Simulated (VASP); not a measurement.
Wanted: the native input for a VASP 6.6.1 run.

```yaml
Task: single point
Functional: PBE
Potentials_or_basis: VASP PAW PBE potentials, release 64 (Hf_pv, O)
Cutoff: 520 eV
k_mesh: 8 × 8 × 8
Occupations: gaussian, width 0.05 eV
Spin: no spin polarisation
Dipole_correction: no
Further_INCAR_settings: ALGO = Normal; EDIFF = 1e-07; NBANDS = 18
```

The structure of HfO2 lies in POSCAR:

```
HfO2
1.0
    0.0000000000      2.5828200858      2.5489194570
    2.4469626787      0.0000000000      2.5489194570
    2.4469626787      2.5828200858      0.0000000000
Hf O
1 2
Direct
    0.0000000000      0.0000000000      0.0000000000
    0.2500000000      0.2500000000      0.2500000000
    0.7500000000      0.7500000000      0.7500000000
```

This cell differs from its parent crystal: normal strain along x -0.0400, normal strain along y +0.0133.

The input as run:

INCAR

```
SYSTEM = HfO2
  PREC = Accurate
  ENCUT = 520
  EDIFF = 1E-7
  ISMEAR = 0
  SIGMA = 0.05
  LREAL = .False.
  LASPH = .True.
  NELM = 80
  ALGO = Normal
  ISIF = 2
  LWAVE = .False.
  LCHARG = .False.
  GGA = PE
  NBANDS = 18
```

KPOINTS

```
regular mesh
0
Gamma
  8 8 8
  0 0 0
```

Potentials or basis: VASP PAW PBE potentials, release 64 (Hf_pv, O).

Command:

```sh
$ cat potpaw_PBE.64/Hf_pv/POTCAR potpaw_PBE.64/O/POTCAR > POTCAR
$ mpirun -np 1 vasp_std > vasp.out
```

Results of the run:

```yaml
Pressure: 3.4 GPa
Band_gap_on_the_k_mesh: 3.24 eV, indirect (least direct gap 3.42 eV)
```

Caveat: the cell differs from its parent crystal (normal strain along x -0.0400, normal strain along y +0.0133); spin-orbit coupling is left out, which moves the levels of the heavy elements.

Run time: 43 s on 1 thread of Intel Xeon 6975P-C, on a shared host, peak memory 0.19 GiB.
